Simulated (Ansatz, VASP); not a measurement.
# Mn: VASP beside Ansatz

Contents of INCAR:

```
PREC = Accurate
ENCUT = 600
EDIFF = 1E-6
ISMEAR = 0
SIGMA = 0.1
LREAL = False
LASPH = True
NELM = 100
ALGO = Fast
ISIF = 3
LWAVE = False
LCHARG = False
GGA = PS
IBRION = 2
NSW = 65
EDIFFG = -0.01
```

Contents of KPOINTS:

```
Automatic mesh
0
Gamma
  21 21 7
```

Contents of POSCAR:

```
Mn
1.0
    2.4516549690      0.0000000000      0.0000000000
   -1.2258274845      2.1231954845      0.0000000000
    0.0000000000      0.0000000000      5.9472817417
Mn
3
Direct
    0.0000000000      0.0000000000      0.0000000000
    0.3333333333      0.6666666667      0.3333333333
    0.6666666667      0.3333333333      0.6666666667
```

Input for Ansatz:

```yaml
crystal:
  lattice:
    - [2.451654969, 0.0, 0.0]
    - [-1.2258274845, 2.1231954845, 0.0]
    - [0.0, 0.0, 5.9472817417]
  atoms:
    - { symbol: Mn, position: [0.0, 0.0, 0.0] }
    - { symbol: Mn, position: [0.3333333333, 0.6666666667, 0.3333333333] }
    - { symbol: Mn, position: [0.6666666667, 0.3333333333, 0.6666666667] }
basis:
  ecutwfc: 420
kpoints:
  mp_grid: { grid: [21, 21, 7] }
hamiltonian:
  xc: pbesol
scf:
  occupations: { method: gaussian, width: 0.1 }
output:
  forces: true
  stress: true
  eigenvalues: true
  populations: true
  write_density: true
  write_potential: true
  elf: true
  volumetric_format: npy
relax:
  adjacent_minimum: "off"
  f_tol: 0.01
  max_steps: 45
  cell: { stress_tol: 0.05 }
```

Alike in both runs: task relaxation of cell and atoms; functional PBEsol; k mesh 21 × 21 × 7; occupations gaussian, width 0.1 eV; no spin polarisation.

|  | VASP | Ansatz |
| --- | --- | --- |
| version | VASP 6.6.1 | Ansatz 0.2.0 |
| potentials or method | VASP PAW PBE potentials, release 64 (Mn_pv), cutoff 600 eV | scalar-relativistic, plane waves, PAW |
| valence electrons in the cell | 39 | 45 |

Ansatz gave:

- gap on the k mesh at the Fermi level, each at its own relaxed structure (eV): none
- relaxed volume (Å³/atom): 10.36
- relaxed cell length with the largest relative difference (Å): 2.447

Q: Estimate VASP's values.

A: gap on the k mesh at the Fermi level, each at its own relaxed structure (eV): none; relaxed volume (Å³/atom): 10.35; relaxed cell length with the largest relative difference (Å): 2.447.

VASP's potentials were made for PBE, not for PBEsol. A gap of «none» marks a metal or a gap that the smearing closes. VASP's potentials hold 39 valence electrons a cell and Ansatz's 45, so a difference there can come from the potentials and not from the codes.

Noted on VASP's run: too few bands were computed for a metal, which touches its energy and stress.
